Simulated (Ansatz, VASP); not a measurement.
## SiC: VASP beside Ansatz

```
Si C
1.0
     1.53890   -2.66750    0.00000
     1.53890    2.66750    0.00000
     0.00000    0.00000   14.66824
Si C
6 6
Direct
  0.16666 0.83334 0.85772
  0.83334 0.16666 0.35772
  0.50011 0.49989 0.52451
  0.49989 0.50011 0.02451
  0.83344 0.16656 0.69122
  0.16656 0.83344 0.19122
  0.50018 0.49982 0.64981
  0.49982 0.50018 0.14981
  0.16662 0.83338 0.98268
  0.83338 0.16662 0.48268
  0.83340 0.16660 0.81619
  0.16660 0.83340 0.31619
```

Change from the starting cell: z stretched by -3 %.

Alike in both runs: task electric field gradients; functional PBE; k mesh 10 × 10 × 2; occupations fermi-dirac, width 0.02 eV; no spin polarisation.

|  | VASP | Ansatz |
| --- | --- | --- |
| version | VASP 6.6.1 | Ansatz 0.2.0 |
| potentials or method | VASP PAW PBE potentials, release 64 (Si, C) | plane-wave PAW, scalar-relativistic |
| plane-wave cutoff (eV) | 520 | 420 |
| valence electrons in the cell | 48 | 48 |

```csv
,VASP,Ansatz,Ansatz less VASP
gap on the k mesh at the Fermi level (eV),1.95,1.95,+0.003
pressure (GPa),10.7,10.7,+0.08
"traceless stress, the component that is largest in VASP (GPa)",12.09,12.04,-0.049
rms of the force components (eV/Å),0.232,0.232,+0.0006
size of Vzz on the site where it differs most (V/Å²),8.2,7.6,-0.62
```

Atom by atom the forces differ by 0.001 eV/Å (rms over components). The functional is the same, so the differences come from potentials, cutoffs and numerics.
